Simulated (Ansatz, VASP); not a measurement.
# SbMo: VASP beside Ansatz

```
Mo Sb
1.0
     0.00000    2.40523    2.40523
     2.40523    0.00000    2.40523
     2.40523    2.40523    0.00000
Mo Sb
1 1
Direct
  0.00000 0.00000 0.00000
  0.50000 0.50000 0.50000
```

Change from the starting cell: volume scaled by 0.7, LAPW.

Alike in both runs: task single point; functional LDA; k mesh 13 × 13 × 13; occupations fermi-dirac, width 0.1 eV; no spin polarisation.

|  | VASP | Ansatz |
| --- | --- | --- |
| version | VASP 6.6.1 | Ansatz 0.2.0 |
| potentials or method | VASP PAW LDA potentials, release 64 (Mo_sv, Sb), cutoff 520 eV | all-electron LAPW, scalar-relativistic |

|  | VASP | Ansatz | Ansatz less VASP |
| --- | --- | --- | --- |
| pressure (GPa) | 115.4 | 114.9 | -0.49 |

LDA's correlation is that of Perdew and Zunger in VASP and of Perdew and Wang (1992) in Ansatz. Both programs put the cell under a high pressure, so it lies far from rest at this level. Ansatz ran all-electron here, and VASP with PAW potentials.

Spin-orbit coupling is off throughout. Noted on VASP's run: the cell as given lies far from equilibrium.
